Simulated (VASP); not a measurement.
# Hf (P6/mmm) in VASP: a series of runs

Hf is run at these levels: r2SCAN; tasks: single point.

Program: VASP 6.6.1. These are calculated values, not measurements. Logs are shortened: lines on timing, memory, paths and dates and some standing lists are left out, and cuts for length are marked.

## (1) The cell of the first run

It takes space group P6/mmm (No. 191, hexagonal). Conventional cell: a = 4.973 Å, b = 4.973 Å, c = 3.089 Å, α = 90.00°, β = 90.00°, γ = 120.00°. Hf (site symmetry -6m2) has 11 Hf at 2.87 to 3.26 Å within 3.8 Å. Hf (site symmetry 6/mmm) has 14 Hf at 3.09 to 3.26 Å within 4.1 Å.

This isn't the form of Hf at room conditions, which is hcp.

## (2) Single point, r2SCAN (22.05 Å³/atom)

File POSCAR:

```
Hf
1.0
    4.9727051709      0.0000000000      0.0000000000
   -2.4863525855      4.3064890036      0.0000000000
    0.0000000000      0.0000000000      3.0886727311
Hf
3
Direct
    0.6666666667      0.3333333333      0.5000000000
    0.3333333333      0.6666666667      0.5000000000
    0.0000000000      0.0000000000      0.0000000000
```

File INCAR.step1:

```
PREC     = Accurate       # precision mode
ENCUT    = 520            # plane-wave cutoff, eV
ISMEAR   = 0              # smearing method
SIGMA    = 0.05           # smearing width, eV
LREAL    = False          # projectors in reciprocal space
LASPH    = True           # aspherical terms in the spheres
NELM     = 100            # most SCF steps
NBANDS   = 22             # bands
GGA      = PE             # functional
ALGO     = Normal         # electronic algorithm
EDIFF    = 1E-4           # SCF threshold, eV
LWAVE    = True           # write WAVECAR
LCHARG   = False          # write CHGCAR
```

File INCAR.step2:

```
PREC     = Accurate       # precision mode
ENCUT    = 520            # plane-wave cutoff, eV
EDIFF    = 1E-6           # SCF threshold, eV
ISMEAR   = 0              # smearing method
SIGMA    = 0.05           # smearing width, eV
LREAL    = False          # projectors in reciprocal space
LASPH    = True           # aspherical terms in the spheres
NELM     = 100            # most SCF steps
ALGO     = Normal         # electronic algorithm
ISIF     = 2              # what is computed and relaxed
LWAVE    = False          # write WAVECAR
LCHARG   = True           # write CHGCAR
METAGGA  = R2SCAN         # meta-GGA
LMIXTAU  = True         
LELF     = True           # ELF
LVHAR    = True         
NBANDS   = 22             # bands
ISTART   = 1
```

File KPOINTS:

```
Automatic mesh
0
Gamma
  10 10 12
```

Potentials or basis: VASP PAW PBE potentials, release 64 (Hf_pv).

The run is started by

```
> cat potpaw_PBE.64/Hf_pv/POTCAR > POTCAR
> cp INCAR.step1 INCAR
> mpirun -np 1 vasp_std > vasp.out
> cp INCAR.step2 INCAR
> mpirun -np 1 vasp_std > vasp.out
```

OUTCAR:

```text
PREC = Accurate
   ENCUT = 520
   EDIFF = 1E-6
   ISMEAR = 0
   LREAL = False
   LASPH = True
   NELM = 100
   ISIF = 2
   METAGGA = R2SCAN
   ISTART = 1

 ion  position               nearest neighbor table
   1  0.667  0.333  0.500-   2 2.87   2 2.87   2 2.87   3 3.26   3 3.26   3 3.26   3 3.26   3 3.26
                             3 3.26
   2  0.333  0.667  0.500-   1 2.87   1 2.87   1 2.87   3 3.26   3 3.26   3 3.26   3 3.26   3 3.26
                             3 3.26
   3  0.000  0.000  0.000-   1 3.26   2 3.26   1 3.26   2 3.26   1 3.26   1 3.26   2 3.26   2 3.26
                             1 3.26   1 3.26   2 3.26   2 3.26

  LATTYP: Found a hexagonal cell.
 ALAT       =     4.9727051709
 C/A-ratio  =     0.6211252477

  Lattice vectors:

 A1 = (   4.9727051709,   0.0000000000,   0.0000000000)
 A2 = (  -2.4863525855,   4.3064890036,   0.0000000000)
 A3 = (   0.0000000000,   0.0000000000,   3.0886727311)

Analysis of symmetry for initial positions (statically):
=====================================================================
 Subroutine PRICEL returns:
 Original cell was already a primitive cell.

 Routine SETGRP: Setting up the symmetry group for a
 hexagonal supercell.

 Subroutine GETGRP returns: Found 24 space group operations
 (whereof 24 operations were pure point group operations)
 out of a pool of 24 trial point group operations.

The static configuration has the point symmetry D_6h.

Analysis of symmetry for dynamics (positions and initial velocities):
=====================================================================
 Subroutine PRICEL returns:
 Original cell was already a primitive cell.

 Routine SETGRP: Setting up the symmetry group for a
 hexagonal supercell.

 Subroutine GETGRP returns: Found 24 space group operations
 (whereof 24 operations were pure point group operations)
 out of a pool of 24 trial point group operations.

The dynamic configuration has the point symmetry D_6h.

 Subroutine INISYM returns: Found 24 space group operations
 (whereof 24 operations are pure point group operations),
 and found     1 'primitive' translations

----------------------------------------------------------------------------------------

                                     Primitive cell

  volume of cell :      66.1436

  direct lattice vectors                    reciprocal lattice vectors
     4.972705171  0.000000000  0.000000000     0.201097786  0.116103861  0.000000000
    -2.486352586  4.306489004  0.000000000     0.000000000  0.232207722  0.000000000
     0.000000000  0.000000000  3.088672731     0.000000000  0.000000000  0.323763664

  length of vectors
     4.972705171  4.972705171  3.088672731     0.232207722  0.232207722  0.323763664

  position of ions in fractional coordinates (direct lattice)
     0.666666667  0.333333333  0.500000000
     0.333333333  0.666666667  0.500000000
     0.000000000  0.000000000  0.000000000

  ion indices of the primitive-cell ions
   primitive index   ion index
                 1           1
                 2           2
                 3           3

----------------------------------------------------------------------------------------

 KPOINTS: Automatic mesh

Automatic generation of k-mesh.
 Grid dimensions read from file:
 generate k-points for:   10   10   12

 Generating k-lattice:

  Cartesian coordinates                     Fractional coordinates (reciprocal lattice)
     0.020109779  0.011610386  0.000000000     0.100000000 -0.000000000  0.000000000
     0.000000000  0.023220772  0.000000000     0.000000000  0.100000000  0.000000000
     0.000000000  0.000000000  0.026980305     0.000000000  0.000000000  0.083333333

  Length of vectors
     0.023220772  0.023220772  0.026980305

  Shift w.r.t. Gamma in fractional coordinates (k-lattice)
     0.000000000  0.000000000  0.000000000

 Subroutine IBZKPT returns following result:
 ===========================================

 Found     98 irreducible k-points:

 Following reciprocal coordinates:
            Coordinates               Weight
  0.000000  0.000000  0.000000      1.000000
  0.100000  0.000000  0.000000      6.000000
  0.200000  0.000000  0.000000      6.000000
  0.300000  0.000000  0.000000      6.000000
  0.400000  0.000000  0.000000      6.000000
  0.500000  0.000000  0.000000      3.000000
[... 16 lines left out ...]
  0.300000  0.100000  0.083333     24.000000
  0.400000  0.100000  0.083333     24.000000
 [... further k-points ...]
   k-points           NKPTS =     98   k-points in BZ     NKDIM =     98   number of bands    NBANDS=     22
   number of dos      NEDOS =    301   number of ions     NIONS =      3
   total plane-waves  NPLWV =  38400
   dimension x,y,z NGX =    40 NGY =   40 NGZ =   24
   dimension x,y,z NGXF=    80 NGYF=   80 NGZF=   48
   ions per type =               3
   NGX,Y,Z   is equivalent  to a cutoff of  13.37, 13.37, 12.92 a.u.
   NGXF,Y,Z  is equivalent  to a cutoff of  26.75, 26.75, 25.84 a.u.
 SYSTEM =  unknown system
   PREC   = accura    normal or accurate (medium, high low for compatibility)
   ISTART =      1    job   : 0-new  1-cont  2-samecut
   ICHARG =      0    charge: 1-file 2-atom 10-const
   ISPIN  =      1    spin polarized calculation?
   LNONCOLLINEAR =      F non collinear calculations
   LSORBIT =      F    spin-orbit coupling
   LASPH  =      T    aspherical Exc in radial PAW
   ENCUT  =  520.0 eV  38.22 Ry    6.18 a.u.   9.25  9.25  5.74*2*pi/ulx,y,z
   NELM   =    100;   NELMIN=  2; NELMDL=  0     # of ELM steps
   EDIFF  = 0.1E-05   stopping-criterion for ELM
   LREAL  =      F    real-space projection
   EDIFFG = 0.1E-04   stopping-criterion for IOM
   NSW    =      0    number of steps for IOM
   IBRION =     -1    ionic relax: 0-MD 1-quasi-New 2-CG
   NFREE  =      0    steps in history (QN), initial steepest desc. (CG)
   ISIF   =      2    stress and relaxation
   ISYM   =      2    0-nonsym 1-usesym 2-fastsym
   POTIM  = 0.5000    time-step for ionic-motion
   TEBEG  =    0.0;   TEEND  =   0.0 temperature during run
   PSTRESS=    0.0 pullay stress
   NELECT =      30.0000    total number of electrons
   NUPDOWN=      -1.0000    fix difference up-down
   EMIN   =  10.00;   EMAX   =-10.00  energy-range for DOS
   EFERMI =   0.00;   METHOD = LEGACY
   ISMEAR =     0;   SIGMA  =   0.05  broadening in eV -4-tet -1-fermi 0-gaus
   EFERMI_NEDOS =   21; number of points for ismear=-14 and -15
   IALGO  =     38    algorithm
   IMIX   =      4    mixing-type and parameters
     AMIX     =   0.40;   BMIX     =  1.00
     AMIX_MAG =   1.60;   BMIX_MAG =  1.00
  volume/ion in A,a.u.               =      22.05       148.79
  Fermi-wavevector in a.u.,A,eV,Ry     =   1.257822  2.376939 21.526005  1.582117
  Thomas-Fermi vector in A             =   2.391462
   LORBIT       =      0    0 simple, 1 ext, 2 COOP (PROOUT), +10 PAW based schemes
   METAGGA = R2SCAN    functional components
   LHFCALC =     F    Hartree Fock is set to
   AEXX    =    0.0000 exact exchange contribution
   IVDW    =     0    specifies the selected vdW correction
   LEPSILON=     F    determine dielectric tensor
   LRPA    =     F    only Hartree local field effects (RPA)
 non-spin polarized calculation
 Gauss-broadening in eV      SIGMA  =   0.05
  energy-cutoff  :      520.00
  volume of cell :       66.14
 maximum number of plane-waves:      1800
 NGX is ok and might be reduce to    40
   NGX = 19   NGY = 19   NGZ = 11

 number of electron      30.0000003 magnetization

 Free energy of the ion-electron system (eV)
  ---------------------------------------------------
  ext. energy  EPLUGINS =         0.00000000
  ---------------------------------------------------
  free energy    TOTEN  =      -135.35092815 eV

  energy without entropy =     -135.34790696  energy(sigma->0) =     -135.34941756

 E-fermi :   4.7527     XC(G=0): -12.2310

 val. band max:        4.7268929087   @ k =   0.4000   0.1000   0.3333
 cond. band min:       4.7537092993   @ k =   0.5000   0.0000   0.1667
 fundamental gap:      0.0268163906
 Fermi energy:         4.7527363763

 k-point     1 :       0.0000    0.0000    0.0000
  band No.  band energies     occupation
      1     -27.1062      2.00000
      2     -27.1062      2.00000
      3     -27.0982      2.00000
      4     -27.0982      2.00000
      5     -26.7091      2.00000
      6     -26.4737      2.00000
[... 14 lines left out ...]
     21       7.8928      0.00000
     22       7.9185      0.00000

 k-point     2 :       0.1000    0.0000    0.0000
  band No.  band energies     occupation
      1     -27.1870      2.00000
      2     -27.1734      2.00000
      3     -27.0155      2.00000
      4     -27.0054      2.00000
      5     -26.7046      2.00000
      6     -26.4750      2.00000
[... 14 lines left out ...]
     21       7.4804      0.00000
     22       8.4305      0.00000

 k-point     3 :       0.2000    0.0000    0.0000
  band No.  band energies     occupation
      1     -27.2620      2.00000
      2     -27.2032      2.00000
      3     -26.9354      2.00000
      4     -26.9089      2.00000
      5     -26.6923      2.00000
      6     -26.4781      2.00000
[... 14 lines left out ...]
     21       7.5733      0.00000
     22       9.0083      0.00000
[... 476 lines left out ...]
 k-point    23 :       0.3000    0.1000    0.0833
  band No.  band energies     occupation
      1     -27.3135      2.00000
      2     -27.1710      2.00000
      3     -26.9095      2.00000
      4     -26.7964      2.00000
      5     -26.7018      2.00000
      6     -26.5422      2.00000
[... 14 lines left out ...]
     21       8.4271      0.00000
     22       8.8812      0.00000

 k-point    24 :       0.4000    0.1000    0.0833
  band No.  band energies     occupation
      1     -27.3360      2.00000
      2     -27.0989      2.00000
      3     -26.9731      2.00000
      4     -26.7779      2.00000
      5     -26.6821      2.00000
      6     -26.5575      2.00000
[... 14 lines left out ...]
     21       8.1796      0.00000
     22       9.1781      0.00000

 [... further k-points ...]

------------------------ aborting loop because EDIFF is reached ----------------------------------------

  FORCE on cell =-STRESS in cart. coord.  units (eV):
  Direction    XX          YY          ZZ          XY          YZ          ZX
  --------------------------------------------------------------------------------------
  -------------------------------------------------------------------------------------
  Total       -0.2402866     -0.2402866     -0.2038684      0.0000000      0.0000000      0.0000000
  in kB       -5.8203922     -5.8203922     -4.9382447      0.0000000      0.0000000      0.0000000
  external PRESSURE =      -5.5263430 kB  Pullay stress =       0.0000000 kB

 VOLUME and BASIS-vectors are now :
 -----------------------------------------------------------------------------
  energy-cutoff  :      520.00
  volume of cell :       66.14
      direct lattice vectors                 reciprocal lattice vectors
     4.972705171  0.000000000  0.000000000     0.201097786  0.116103861  0.000000000
    -2.486352586  4.306489004  0.000000000     0.000000000  0.232207722  0.000000000
     0.000000000  0.000000000  3.088672731     0.000000000  0.000000000  0.323763664

 POSITION                                       TOTAL-FORCE (eV/Angst)
 -----------------------------------------------------------------------------------
      2.48635      1.43550      1.54434        -0.000000     -0.000000      0.000000
     -0.00000      2.87099      1.54434         0.000000      0.000000      0.000000
      0.00000      0.00000      0.00000        -0.000000      0.000000      0.000000
 -----------------------------------------------------------------------------------
    total drift:                                0.000000     -0.000000      0.000000

  FREE ENERGIE OF THE ION-ELECTRON SYSTEM (eV)
  ---------------------------------------------------
  free  energy   TOTEN  =      -135.3509281513 eV

  energy  without entropy=     -135.3479069642  energy(sigma->0) =     -135.34941756
```

Wall time 4.7 min (1 thread of AMD EPYC 9R45 (Zen 5), shared host); peak memory 0.24 GiB.

What came out:

- Free energy: -135.3509 eV
- Pressure: -0.6 GPa
- Band gap on the k mesh: zero (bands 15 and 16 overlap by 0.84 eV)

Stress tensor (GPa, compression positive):
```
-0.58  0.00  0.00
 0.00 -0.58  0.00
 0.00  0.00 -0.49
```

Levels at points of the mesh, in eV from the Fermi level:
```tsv
k point	band 13	band 14	band 15	band 16	band 17	band 18
(0.00, 0.00, 0.00)	-0.81	-0.73	-0.73	-0.53	1.32	2.36
(0.50, 0.00, 0.00)	-0.46	-0.32	-0.32	0.24	0.84	1.01
(0.00, 0.00, 0.50)	-2.43	-2.03	-2.03	1.46	1.46	2.19
(0.50, 0.00, 0.50)	-1.48	-0.91	-0.85	0.44	0.74	1.22
```

Caveat: the PAW data sets were made with another functional, which shifts forces and pressure a little; spin-orbit coupling is left out, which moves the levels of the heavy elements.

## (3) Single point, r2SCAN (22.13 Å³/atom)

This run uses another cell than the first one, of 22.13 Å³/atom.

File POSCAR:

```
Hf
1.0
    4.9787987232      0.0000000000      0.0000000000
   -2.4893993616      4.3117661746      0.0000000000
    0.0000000000      0.0000000000      3.0924575902
Hf
3
Direct
    0.6666666667      0.3333333333      0.5000000000
    0.3333333333      0.6666666667      0.5000000000
    0.0000000000      0.0000000000      0.0000000000
```

File INCAR.step1:

```
SYSTEM = Hf
PREC     = Accurate       ! precision mode
ENCUT    = 520            ! plane-wave cutoff, eV
ISMEAR   = 0              ! smearing method
SIGMA    = 0.05           ! smearing width, eV
LREAL    = .FALSE.        ! projectors in reciprocal space
LASPH    = .TRUE.         ! aspherical terms in the spheres
NELM     = 80             ! most SCF steps
NBANDS   = 22             ! bands
GGA      = PE             ! functional
ALGO     = Normal         ! electronic algorithm
EDIFF    = 1E-4           ! SCF threshold, eV
LWAVE    = .TRUE.         ! write WAVECAR
LCHARG   = .FALSE.        ! write CHGCAR
```

File INCAR.step2:

```
SYSTEM = Hf
PREC     = Accurate       ! precision mode
ENCUT    = 520            ! plane-wave cutoff, eV
EDIFF    = 1E-6           ! SCF threshold, eV
ISMEAR   = 0              ! smearing method
SIGMA    = 0.05           ! smearing width, eV
LREAL    = .FALSE.        ! projectors in reciprocal space
LASPH    = .TRUE.         ! aspherical terms in the spheres
NELM     = 80             ! most SCF steps
ALGO     = Normal         ! electronic algorithm
ISIF     = 2              ! what is computed and relaxed
LWAVE    = .FALSE.        ! write WAVECAR
LCHARG   = .TRUE.         ! write CHGCAR
METAGGA  = R2SCAN         ! meta-GGA
LMIXTAU  = .TRUE.       
LELF     = .TRUE.         ! ELF
LVHAR    = .TRUE.       
NBANDS   = 22             ! bands
ISTART   = 1
```

File KPOINTS:

```
Automatic mesh
0
G
  10 10 12
  0 0 0
```

Potentials or basis: VASP PAW PBE potentials, release 64 (Hf_pv).

The run is started by

```
> cat potpaw_PBE.64/Hf_pv/POTCAR > POTCAR
> cp INCAR.step1 INCAR
> mpirun -np 1 vasp_std > vasp.out
> cp INCAR.step2 INCAR
> mpirun -np 1 vasp_std > vasp.out
```

Wall time 4.5 min (1 thread of AMD EPYC 9R45 (Zen 5), shared host); peak memory 0.24 GiB.

The run converged. Its results:

```
Free energy            : -135.3498 eV
Pressure               : -1.0 GPa
Band gap on the k mesh : zero (bands 15 and 16 overlap by 0.83 eV)
```

Levels at points of the mesh, in eV from the Fermi level:
```tsv
k point	band 11	band 12	band 13	band 14	band 15	band 16	band 17	band 18	band 19	band 20
(0.00, 0.00, 0.00)	-2.55	-0.81	-0.81	-0.73	-0.73	-0.53	1.31	2.36	2.36	3.11
(0.50, 0.00, 0.00)	-4.78	-3.65	-0.46	-0.31	-0.31	0.24	0.83	1.01	1.77	3.21
(0.00, 0.00, 0.50)	-2.60	-2.60	-2.43	-2.02	-2.02	1.46	1.46	2.18	2.18	5.55
(0.50, 0.00, 0.50)	-3.07	-2.12	-1.47	-0.91	-0.85	0.43	0.74	1.22	1.78	3.66
```

Caveat: the PAW data sets were made with another functional, which shifts forces and pressure a little; spin-orbit coupling is left out, which moves the levels of the heavy elements.

## (4) Single point, r2SCAN

This run uses another cell than the first one, of 22.35 Å³/atom.

File POSCAR:

```
Hf
1.0
    4.9954051824      0.0000000000      0.0000000000
   -2.4977025912      4.3261477902      0.0000000000
    0.0000000000      0.0000000000      3.1027722814
Hf
3
Direct
    0.6666666667      0.3333333333      0.5000000000
    0.3333333333      0.6666666667      0.5000000000
    0.0000000000      0.0000000000      0.0000000000
```

File INCAR.step1:

```
SYSTEM = Hf
ALGO = Normal ; EDIFF = 1E-4
ENCUT = 520 ; GGA = PE
ISMEAR = 0 ; LASPH = .TRUE.
LCHARG = .FALSE. ; LREAL = .FALSE.
LWAVE = .TRUE. ; NBANDS = 22
NELM = 60 ; PREC = Accurate
SIGMA = 0.05
```

File INCAR.step2:

```
SYSTEM = Hf
ALGO = Normal ; EDIFF = 1E-6
ENCUT = 520 ; ISIF = 2
ISMEAR = 0 ; ISTART = 1
LASPH = .TRUE. ; LCHARG = .FALSE.
LMIXTAU = .TRUE. ; LREAL = .FALSE.
LWAVE = .FALSE. ; METAGGA = R2SCAN
NBANDS = 22 ; NELM = 60
PREC = Accurate ; SIGMA = 0.05
```

File KPOINTS:

```
k-points
0
G
  10 10 12
  0 0 0
```

The run is started by

```
> cat potpaw_PBE.64/Hf_pv/POTCAR > POTCAR
> cp INCAR.step1 INCAR
> mpirun -np 1 vasp_std > vasp.out
> cp INCAR.step2 INCAR
> mpirun -np 1 vasp_std > vasp.out
```

Run time: 4.7 min. Hardware: 1 thread of AMD EPYC 9R45 (Zen 5), shared host; peak memory 0.24 GiB.

The run converged. Its results:

| Item | Value |
| --- | --- |
| Free energy | -135.3436 eV |
| Pressure | -2.0 GPa |
| Band gap on the k mesh | zero (bands 15 and 16 overlap by 0.81 eV) |

Levels at points of the mesh, in eV from the Fermi level:
```
           k point  band 11  band 12  band 13  band 14  band 15  band 16  band 17  band 18  band 19  band 20
(0.00, 0.00, 0.00)    -2.51    -0.81    -0.81    -0.73    -0.73    -0.53     1.31     2.35     2.35     3.09
(0.50, 0.00, 0.00)    -4.77    -3.62    -0.44    -0.30    -0.29     0.25     0.79     1.01     1.77     3.19
(0.00, 0.00, 0.50)    -2.55    -2.55    -2.43    -1.99    -1.99     1.45     1.45     2.16     2.16     5.49
(0.50, 0.00, 0.50)    -3.05    -2.08    -1.43    -0.91    -0.83     0.40     0.75     1.21     1.76     3.63
```

Caveat: the PAW data sets were made with another functional, which shifts forces and pressure a little; spin-orbit coupling is left out, which moves the levels of the heavy elements.

## (5) Summary

| cell | gap on the mesh (eV) | pressure (GPa) |
| --- | --- | --- |
| a = 4.973, b = 4.973, c = 3.089 Å, angles 90.0, 90.0, 120.0°, 3 atoms | none | -0.6 |
| a = 4.979, b = 4.979, c = 3.092 Å, angles 90.0, 90.0, 120.0°, 3 atoms | none | -1.0 |
| a = 4.995, b = 4.995, c = 3.103 Å, angles 90.0, 90.0, 120.0°, 3 atoms | none | -2.0 |

Alike in all rows: task single point; level r2SCAN; potentials or basis VASP PAW PBE potentials, release 64 (Hf_pv); no spin polarisation; k mesh 10 × 10 × 12; cutoff (eV) 520; smearing gaussian 0.05 eV.

Caveats: the PAW data sets were made with another functional, which shifts forces and pressure a little; spin-orbit coupling is left out, which moves the levels of the heavy elements.

Absolute energies hang on the potentials; compare differences alone.

The gap in the log of VASP goes by the Fermi energy; the results here count the filled bands.